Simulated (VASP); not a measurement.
# TaNbO (I-4m2) in VASP: a series of runs, part 2 of 2

VASP 6.6.1. Earlier steps stand in the parts before.

### Step 3. Relaxation of cell and atoms, PBE

This run uses another cell than the first one, of 15.40 Å³/atom, 0.867 times its volume.

File INCAR:

```
ALGO     = Normal         # electronic algorithm
EDIFF    = 1E-7           # SCF threshold, eV
EDIFFG   = -0.04          # ionic threshold
ENCUT    = 600            # plane-wave cutoff, eV
GGA      = PE             # functional
IBRION   = 2              # ionic algorithm
ISIF     = 3              # what is computed and relaxed
ISMEAR   = 0              # smearing method
LASPH    = True           # aspherical terms in the spheres
LCHARG   = False          # write CHGCAR
LREAL    = False          # projectors in reciprocal space
LWAVE    = False          # write WAVECAR
NELM     = 100            # most SCF steps
NSW      = 90             # ionic steps
PREC     = Accurate       # precision mode
SIGMA    = 0.1            # smearing width, eV
```

File KPOINTS:

```
k-points
0
Gamma
  6 6 6
```

File POSCAR:

```
TaNbO
1.0
   -2.3732386500      2.3732386500      2.0504308200
    2.3732386500     -2.3732386500      2.0504308200
    2.3732386500      2.3732386500     -2.0504308200
Ta Nb O
1 1 1
Direct
    0.7500000000      0.2500000000      0.5000000000
    0.5000000000      0.5000000000      0.0000000000
    0.2500000000      0.7500000000      0.5000000000
```

Potentials or basis: VASP PAW PBE potentials, release 64 (Ta_pv, Nb_sv, O).

The run is started by

```bash
$ cat potpaw_PBE.64/Ta_pv/POTCAR potpaw_PBE.64/Nb_sv/POTCAR potpaw_PBE.64/O/POTCAR > POTCAR
$ mpirun -np 1 vasp_std > vasp.out
```

OUTCAR:

```text
EDIFF = 1E-7
   EDIFFG = -0.04
   ENCUT = 600
   GGA = PE
   IBRION = 2
   ISIF = 3
   ISMEAR = 0
   LASPH = True
   LREAL = False
   NELM = 100
   NSW = 90
   PREC = Accurate

 ion  position               nearest neighbor table
   1  0.750  0.250  0.500-   3 2.05   3 2.05   2 2.59   2 2.59   2 2.59   2 2.59
   2  0.500  0.500  0.000-   1 2.59   1 2.59   1 2.59   1 2.59
   3  0.250  0.750  0.500-   1 2.05   1 2.05

  LATTYP: Found a body centered tetragonal cell.
 ALAT       =     4.7464773000
 C/A-ratio  =     0.8639800384

  Lattice vectors:

 A1 = (  -2.3732386500,   2.3732386500,   2.0504308200)
 A2 = (   2.3732386500,  -2.3732386500,   2.0504308200)
 A3 = (   2.3732386500,   2.3732386500,  -2.0504308200)

Analysis of symmetry for initial positions (statically):
=====================================================================
 Subroutine PRICEL returns:
 Original cell was already a primitive cell.

 Routine SETGRP: Setting up the symmetry group for a
 body centered tetragonal supercell.

 Subroutine GETGRP returns: Found  8 space group operations
 (whereof  8 operations were pure point group operations)
 out of a pool of 16 trial point group operations.

The static configuration has the point symmetry D_2d.

Analysis of symmetry for dynamics (positions and initial velocities):
=====================================================================
 Subroutine PRICEL returns:
 Original cell was already a primitive cell.

 Routine SETGRP: Setting up the symmetry group for a
 body centered tetragonal supercell.

 Subroutine GETGRP returns: Found  8 space group operations
 (whereof  8 operations were pure point group operations)
 out of a pool of 16 trial point group operations.

The dynamic configuration has the point symmetry D_2d.

 Subroutine INISYM returns: Found  8 space group operations
 (whereof  8 operations are pure point group operations),
 and found     1 'primitive' translations

----------------------------------------------------------------------------------------

                                     Primitive cell

  volume of cell :      46.1943

  direct lattice vectors                    reciprocal lattice vectors
    -2.373238650  2.373238650  2.050430820     0.000000000  0.210682562  0.243851192
     2.373238650 -2.373238650  2.050430820     0.210682562  0.000000000  0.243851192
     2.373238650  2.373238650 -2.050430820     0.210682562  0.210682562  0.000000000

  length of vectors
     3.933038257  3.933038257  3.933038257     0.322258508  0.322258508  0.297950137

  position of ions in fractional coordinates (direct lattice)
     0.750000000  0.250000000  0.500000000
     0.500000000  0.500000000  0.000000000
     0.250000000  0.750000000  0.500000000

  ion indices of the primitive-cell ions
   primitive index   ion index
                 1           1
                 2           2
                 3           3

----------------------------------------------------------------------------------------

 KPOINTS: k-points

Automatic generation of k-mesh.
 Grid dimensions read from file:
 generate k-points for:    6    6    6

[... 43 lines left out ...]
 -0.166667 -0.333333  0.166667      8.000000
 [... further k-points ...]
   k-points           NKPTS =     30   k-points in BZ     NKDIM =     30   number of bands    NBANDS=     19
   number of dos      NEDOS =    301   number of ions     NIONS =      3
   total plane-waves  NPLWV =  32768
   dimension x,y,z NGX =    32 NGY =   32 NGZ =   32
   dimension x,y,z NGXF=    64 NGYF=   64 NGZF=   64
   ions per type =               1   1   1
   NGX,Y,Z   is equivalent  to a cutoff of  13.53, 13.53, 13.53 a.u.
   NGXF,Y,Z  is equivalent  to a cutoff of  27.05, 27.05, 27.05 a.u.
 SYSTEM =  unknown system
   PREC   = accura    normal or accurate (medium, high low for compatibility)
   ISTART =      0    job   : 0-new  1-cont  2-samecut
   ICHARG =      2    charge: 1-file 2-atom 10-const
   ISPIN  =      1    spin polarized calculation?
   LNONCOLLINEAR =      F non collinear calculations
   LSORBIT =      F    spin-orbit coupling
   LASPH  =      T    aspherical Exc in radial PAW
   ENCUT  =  600.0 eV  44.10 Ry    6.64 a.u.   7.86  7.86  7.86*2*pi/ulx,y,z
   NELM   =    100;   NELMIN=  2; NELMDL= -5     # of ELM steps
   EDIFF  = 0.1E-06   stopping-criterion for ELM
   LREAL  =      F    real-space projection
   EDIFFG = -.4E-01   stopping-criterion for IOM
   NSW    =     90    number of steps for IOM
   IBRION =      2    ionic relax: 0-MD 1-quasi-New 2-CG
   NFREE  =      1    steps in history (QN), initial steepest desc. (CG)
   ISIF   =      3    stress and relaxation
   ISYM   =      2    0-nonsym 1-usesym 2-fastsym
   POTIM  = 0.5000    time-step for ionic-motion
   TEBEG  =    0.0;   TEEND  =   0.0 temperature during run
   PSTRESS=    0.0 pullay stress
   NELECT =      30.0000    total number of electrons
   NUPDOWN=      -1.0000    fix difference up-down
   EMIN   =  10.00;   EMAX   =-10.00  energy-range for DOS
   EFERMI =   0.00;   METHOD = LEGACY
   ISMEAR =     0;   SIGMA  =   0.10  broadening in eV -4-tet -1-fermi 0-gaus
   EFERMI_NEDOS =   21; number of points for ismear=-14 and -15
   IALGO  =     38    algorithm
   IMIX   =      4    mixing-type and parameters
     AMIX     =   0.40;   BMIX     =  1.00
     AMIX_MAG =   1.60;   BMIX_MAG =  1.00
  volume/ion in A,a.u.               =      15.40       103.91
  Fermi-wavevector in a.u.,A,eV,Ry     =   1.417705  2.679074 27.346187  2.009888
  Thomas-Fermi vector in A             =   2.538907
   LORBIT       =      0    0 simple, 1 ext, 2 COOP (PROOUT), +10 PAW based schemes
   GGA     = PE    functional components
   LHFCALC =     F    Hartree Fock is set to
   AEXX    =    0.0000 exact exchange contribution
   IVDW    =     0    specifies the selected vdW correction
   LEPSILON=     F    determine dielectric tensor
   LRPA    =     F    only Hartree local field effects (RPA)
 conjugate gradient relaxation of ions
 non-spin polarized calculation
 Gauss-broadening in eV      SIGMA  =   0.10
  energy-cutoff  :      600.00
  volume of cell :       46.19
 maximum number of plane-waves:      1568
   NGX = 15   NGY = 15   NGZ = 15

--------------------------------------- Ionic step        1  -------------------------------------------

 number of electron      29.9999999 magnetization

 Free energy of the ion-electron system (eV)
  ---------------------------------------------------
  ext. energy  EPLUGINS =         0.00000000
  ---------------------------------------------------
  free energy    TOTEN  =       -26.10697073 eV

  energy without entropy =      -26.09619034  energy(sigma->0) =      -26.10158054

------------------------ aborting loop because EDIFF is reached ----------------------------------------

  FORCE on cell =-STRESS in cart. coord.  units (eV):
  Direction    XX          YY          ZZ          XY          YZ          ZX
  --------------------------------------------------------------------------------------
  -------------------------------------------------------------------------------------
  Total        6.8167617      6.8167617     -2.5132236      0.0000000     -0.0000000      0.0000000
  in kB      236.4290066    236.4290066    -87.1673361      0.0000000     -0.0000000      0.0000000
  external PRESSURE =     128.5635590 kB  Pullay stress =       0.0000000 kB
[... 135 lines left out ...]
--------------------------------------- Ionic step        5  -------------------------------------------

 number of electron      29.9999998 magnetization

 Free energy of the ion-electron system (eV)
  ---------------------------------------------------
  ext. energy  EPLUGINS =         0.00000000
  ---------------------------------------------------
  free energy    TOTEN  =       -26.80361800 eV

  energy without entropy =      -26.78560124  energy(sigma->0) =      -26.79460962

 E-fermi :   6.3515     XC(G=0): -11.1860

 val. band max:        6.3508811716   @ k =   0.5000   0.5000   0.1667
 cond. band min:       6.3742870096   @ k =   0.5000   0.3333   0.0000
 fundamental gap:      0.0234058379
 Fermi energy:         6.3515076890

 k-point     1 :       0.0000    0.0000    0.0000
  band No.  band energies     occupation
      1     -48.7482      2.00000
      2     -28.5924      2.00000
      3     -28.1658      2.00000
      4     -28.1658      2.00000
      5     -24.7860      2.00000
      6     -24.7860      2.00000
[... 505 lines left out ...]
      6     -24.7889      2.00000
[... 11 lines left out ...]
     18       8.1833      0.00000
     19       9.3784      0.00000

 [... further k-points ...]

------------------------ aborting loop because EDIFF is reached ----------------------------------------

  FORCE on cell =-STRESS in cart. coord.  units (eV):
  Direction    XX          YY          ZZ          XY          YZ          ZX
  --------------------------------------------------------------------------------------
  -------------------------------------------------------------------------------------
  Total       -0.0765090     -0.0765090     -0.0708622      0.0000000      0.0000000      0.0000000
  in kB       -2.2966069     -2.2966069     -2.1271049      0.0000000      0.0000000      0.0000000
  external PRESSURE =      -2.2401062 kB  Pullay stress =       0.0000000 kB
[... 18 lines left out ...]
  FREE ENERGIE OF THE ION-ELECTRON SYSTEM (eV)
  ---------------------------------------------------
  free  energy   TOTEN  =       -26.8036179981 eV

  energy  without entropy=      -26.7856012389  energy(sigma->0) =      -26.79460962

 reached required accuracy - stopping structural energy minimisation
```

It took 1.7 min on 1 thread of Intel Xeon 6975P-C, shared host; peak memory 0.21 GiB.

Results:

| Item | Value |
| --- | --- |
| Free energy | -26.8036 eV |
| Relaxed volume | 17.79 Å³/atom |
| Relaxed cell | a = 4.182 Å, b = 4.182 Å, c = 4.182 Å, α = 102.55°, β = 102.55°, γ = 124.44° |
| Space group after relaxing (to 0.05 Å) | I-4m2 (No. 119) |
| Energy gained by relaxing | 232.2 meV/atom |
| Ionic steps | 5 |
| Pressure after relaxing | -0.2 GPa |
| Band gap on the k mesh | zero (band 15 reaches 7.22 eV, above the bottom of band 16 at 5.80 eV) |

Step by step:
| step | energy change (eV) | largest force (eV/Å) | pressure (GPa) | volume (Å³) |
| --- | --- | --- | --- | --- |
| 1 | 0.0000 | 0.0000 | 12.86 | 46.19 |
| 2 | -0.6806 | 0.0000 | -3.61 | 54.58 |
| 3 | -0.6817 | 0.0000 | -3.08 | 54.04 |
| 4 | -0.6145 | 0.0000 | 7.70 | 51.86 |
| 5 | -0.6966 | 0.0000 | -0.22 | 53.37 |

Final structure:
```
CELL_PARAMETERS angstrom
-2.61639 2.61639 1.94926
2.61639 -2.61639 1.94926
2.61639 2.61639 -1.94926
ATOMIC_POSITIONS crystal
Ta 0.75000 0.25000 0.50000
Nb 0.50000 0.50000 0.00000
O 0.25000 0.75000 0.50000
```

Levels at points of the mesh, in eV from the Fermi level:
```
           k point  band 12  band 13  band 14  band 15  band 16  band 17  band 18  band 19
(0.00, 0.00, 0.00)    -4.41    -3.14    -1.59    -0.09     0.17     0.17     0.76     0.76
(0.50, 0.00, 0.00)    -2.45    -1.47    -1.20     0.33     0.66     1.29     1.88     2.24
(0.50, 0.50, 0.00)    -2.30    -2.25    -0.81    -0.57    -0.55     0.16     0.76     2.89
(0.50, 0.50, 0.50)    -2.30    -1.70    -0.14     0.86     0.86     1.07     1.28     1.28
```

Caveat: the volume moved by over 15 % at a fixed basis, so the end points are rough; spin-orbit coupling is left out, which moves the levels of the heavy elements.

### Step 4. Single point, PBE, collinear spin, ferromagnetic start

This run uses another cell than the first one, of 15.40 Å³/atom, 0.867 times its volume.

File INCAR:

```
SYSTEM = TaNbO
PREC     = Accurate       ! precision mode
ENCUT    = 520            ! plane-wave cutoff, eV
EDIFF    = 1E-6           ! SCF threshold, eV
ISMEAR   = 0              ! smearing method
SIGMA    = 0.1            ! smearing width, eV
LREAL    = .FALSE.        ! projectors in reciprocal space
LASPH    = .TRUE.         ! aspherical terms in the spheres
NELM     = 150            ! most SCF steps
ALGO     = Normal         ! electronic algorithm
ISIF     = 2              ! what is computed and relaxed
LWAVE    = .FALSE.        ! write WAVECAR
LCHARG   = .FALSE.        ! write CHGCAR
ISPIN    = 2              ! spin polarisation
MAGMOM   = 1 0 0          ! initial moments
LORBIT   = 11             ! projections on sites
LMAXMIX  = 4              ! l up to which the mixer works
GGA      = PE             ! functional
NBANDS   = 26             ! bands
```

File KPOINTS:

```
Automatic mesh
0
G
  6 6 6
  0 0 0
```

POSCAR is that of step 3.

The run is started by

```bash
$ cat potpaw_PBE.64/Ta_pv/POTCAR potpaw_PBE.64/Nb_sv/POTCAR potpaw_PBE.64/O/POTCAR > POTCAR
$ mpirun -np 1 vasp_std > vasp.out
```

Wall time 71 s (1 thread of Intel Xeon 6975P-C, shared host); peak memory 0.23 GiB.

It converged, with:

| Item | Value |
| --- | --- |
| Free energy | -26.1046 eV |
| Pressure | 12.9 GPa |
| Band gap on the k mesh | zero (filled and empty bands overlap) |
| Net moment | 0.00 μB per cell |
| Valence electrons inside the program's atomic spheres | Ta 9.19; Nb 10.89; O 4.99 |

Stress tensor (GPa, compression positive):
```
23.67  0.00  0.00
 0.00 23.67  0.00
 0.00  0.00 -8.64
```

Levels at points of the mesh, in eV from the Fermi level:
Spin up:
```csv
k point,band 12,band 13,band 14,band 15,band 16,band 17,band 18,band 19
"(0.00, 0.00, 0.00)",-4.65,-3.79,-1.45,-0.12,-0.12,0.31,1.07,1.07
"(0.50, 0.00, 0.00)",-2.25,-1.62,-1.19,0.46,0.74,1.12,2.20,2.21
"(0.50, 0.50, 0.00)",-3.08,-2.26,-1.24,-0.95,-0.85,0.74,1.52,4.13
"(0.50, 0.50, 0.50)",-2.40,-1.31,0.54,0.86,0.86,1.01,1.67,1.79
```
Spin down:
```csv
k point,band 13,band 14,band 15,band 16,band 17,band 18
"(0.00, 0.00, 0.00)",-3.79,-1.45,-0.12,-0.12,0.31,1.07
"(0.50, 0.00, 0.00)",-1.62,-1.19,0.46,0.74,1.12,2.20
"(0.50, 0.50, 0.00)",-2.26,-1.24,-0.95,-0.85,0.74,1.52
"(0.50, 0.50, 0.50)",-1.31,0.54,0.86,0.86,1.01,1.67
```

Caveat: spin-orbit coupling is left out, which moves the levels of the heavy elements.

### Step 5. The runs side by side

```tsv
task	spin	cell	cutoff (eV)	gap on the mesh (eV)	pressure (GPa)
single point	off	a = 4.180 Å, angles 102.5, 102.5, 124.5°, 3 atoms	520	none	0.2
relaxation of cell and atoms	off	relaxed from a = 3.933 Å, angles 105.8, 105.8, 117.2°, 3 atoms	600	none	-0.2
single point	collinear, ferromagnetic start	a = 3.933 Å, angles 105.8, 105.8, 117.2°, 3 atoms	520	none	12.9
```

Alike in all rows: level PBE; potentials or basis VASP PAW PBE potentials, release 64 (Ta_pv, Nb_sv, O); k mesh 6 × 6 × 6; smearing gaussian 0.1 eV.

Caveats: spin-orbit coupling is left out, which moves the levels of the heavy elements; the volume moved by over 15 % at a fixed basis, so the end points are rough (some runs).

Absolute energies hang on the potentials; compare differences alone.
